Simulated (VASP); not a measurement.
Input of a VASP 6.6.1 run:

Contents of INCAR:

```
SYSTEM = Bi
PREC     = Accurate       ! precision mode
ENCUT    = 520            ! plane-wave cutoff, eV
EDIFF    = 1E-7           ! SCF threshold, eV
ISMEAR   = 0              ! smearing method
SIGMA    = 0.15           ! smearing width, eV
LREAL    = .FALSE.        ! projectors in reciprocal space
LASPH    = .TRUE.         ! aspherical terms in the spheres
NELM     = 100            ! most SCF steps
ALGO     = Fast           ! electronic algorithm
ISIF     = 2              ! what is computed and relaxed
LWAVE    = .FALSE.        ! write WAVECAR
LCHARG   = .TRUE.         ! write CHGCAR
GGA      = PS             ! functional
IVDW     = 12             ! dispersion correction
LELF     = .TRUE.         ! ELF
LVHAR    = .TRUE.       
NBANDS   = 14             ! bands
```

File KPOINTS:

```
Automatic mesh
0
G
  18 18 18
  0 0 0
```

The input POSCAR:

```
Bi
1.0
   -1.8056421146      1.8056421146      2.0967116235
    1.8056421146     -1.8056421146      2.0967116235
    1.8056421146      1.8056421146     -2.0967116235
Bi
1
Direct
    0.0000000000      0.0000000000      0.0000000000
```

Potentials or basis: VASP PAW PBE potentials, release 64 (Bi_d).

Run with:

```sh
$ cat potpaw_PBE.64/Bi_d/POTCAR > POTCAR
$ mpirun -np 1 vasp_std > vasp.out
```

Question: Predict the pressure.

Answer: 3.4 GPa.

Question: What does it give for the dispersion energy per atom?

Answer: -0.600 eV.

Question: What does it give for the band gap on the k mesh?

Answer: Zero (an odd number of electrons rules out a gap without spin polarisation).

Stress tensor (GPa, compression positive):
```
4.25 0.00 0.00
0.00 4.25 0.00
0.00 0.00 1.82
```

Caveat: the cell stands under pressure; the PAW data sets were made with another functional, which shifts forces and pressure a little; spin-orbit coupling is left out, which moves the levels of the heavy elements.
